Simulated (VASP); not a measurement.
## NaH: single point with PBE

The system is NaH.

```
Na H
1.0
     0.00000    2.60965    2.60965
     2.60965    0.00000    2.60965
     2.60965    2.60965    0.00000
Na H
1 1
Direct
  0.00000 0.00000 0.00000
  0.25000 0.25000 0.25000
```

* Program: VASP 6.6.1
* Task: single point
* Functional: PBE
* Potentials or basis: VASP PAW PBE potentials, release 64 (Na_pv, H)
* Cutoff: 520 eV
* k mesh: 8 × 8 × 8
* Occupations: gaussian, width 0.01 eV
* Spin: no spin polarisation
* Dipole correction: no
* Further INCAR settings: ALGO = Normal; EDIFF = 1e-06; NBANDS = 11

```
Pressure               : 0.0 GPa
Band gap on the k mesh : 3.60 eV, indirect (least direct gap 4.30 eV)
```

Levels at points of the mesh, in eV from the valence-band top:
```tsv
k point	band 1	band 2	band 3	band 4	band 5	band 6	band 7	band 8	band 9
(0.00, 0.00, 0.00)	-22.02	-22.02	-22.02	-2.80	8.14	13.25	13.25	13.25	15.87
(0.50, 0.00, 0.00)	-22.06	-22.02	-22.02	-0.70	3.60	10.57	12.51	12.51	14.07
(0.50, 0.50, 0.00)	-22.06	-22.03	-22.03	-0.08	5.01	7.41	9.67	9.67	12.22
```

Run time: 9.1 s on 1 thread of Intel(R) Xeon(R) Platinum 8259CL CPU @ 2.50GHz (Skylake/Cascade Lake), with other jobs on the host, peak memory 0.15 GiB.

A k mesh can miss the band edges. PBE gaps usually lie below the measured ones, often by a third to a half.
